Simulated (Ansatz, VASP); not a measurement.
# One calculation of SrCl2, two programs

The input INCAR:

```
PREC = Accurate ; ENCUT = 520
EDIFF = 1E-6 ; ISMEAR = -1
SIGMA = 0.05 ; LREAL = False
LASPH = True ; NELM = 100
ALGO = Normal ; ISIF = 2
LWAVE = False ; LCHARG = True
GGA = CA ; LELF = True
LVHAR = True ; NBANDS = 19
```

Contents of KPOINTS:

```
Automatic mesh
0
Gamma
  7 7 7
```

POSCAR

```
SrCl2
1.0
    0.0000000000      3.4649375496      3.4649375496
    3.4649375496      0.0000000000      3.4649375496
    3.4649375496      3.4649375496      0.0000000000
Sr Cl
1 2
Direct
    0.0000000000      0.0000000000      0.0000000000
    0.7500000000      0.7500000000      0.7500000000
    0.2500000000      0.2500000000      0.2500000000
```

input.yaml

```yaml
crystal:
  lattice:
    - [0.0, 3.4649375496, 3.4649375496]
    - [3.4649375496, 0.0, 3.4649375496]
    - [3.4649375496, 3.4649375496, 0.0]
  atoms:
    - { symbol: Sr, position: [0.0, 0.0, 0.0] }
    - { symbol: Cl, position: [0.75, 0.75, 0.75] }
    - { symbol: Cl, position: [0.25, 0.25, 0.25] }
hamiltonian:
  xc: lda
  pseudopotentials: { kind: paw }
kpoints:
  mp_grid: { grid: [7, 7, 7] }
scf:
  occupations: { method: fermi_dirac, width: 0.05 }
output:
  forces: true
  stress: true
  eigenvalues: true
```

Alike in both runs: task single point; functional LDA; k mesh 7 × 7 × 7; occupations fermi-dirac, width 0.05 eV; no spin polarisation.

|  | VASP | Ansatz |
| --- | --- | --- |
| version | VASP 6.6.1 | Ansatz 0.2.0 |
| potentials or method | VASP PAW LDA potentials, release 64 (Sr_sv, Cl) | Ansatz PAW |
| plane-wave cutoff (eV) | 520 | 420 |
| valence electrons in the cell | 24 | 24 |

|  | VASP | Ansatz | Ansatz less VASP |
| --- | --- | --- | --- |
| gap on the k mesh at the Fermi level (eV) | 5.00 | 4.99 | -0.006 |
| least direct gap on the mesh (eV) | 5.32 | 5.31 | -0.008 |
| pressure (GPa) | -2.1 | -2.2 | -0.13 |

LDA's correlation is that of Perdew and Zunger in VASP and of Perdew and Wang (1992) in Ansatz.

Noted on Ansatz's run: odd divisions of the mesh miss points on the zone boundary, where band edges often lie, so the gap on the mesh can be too wide.
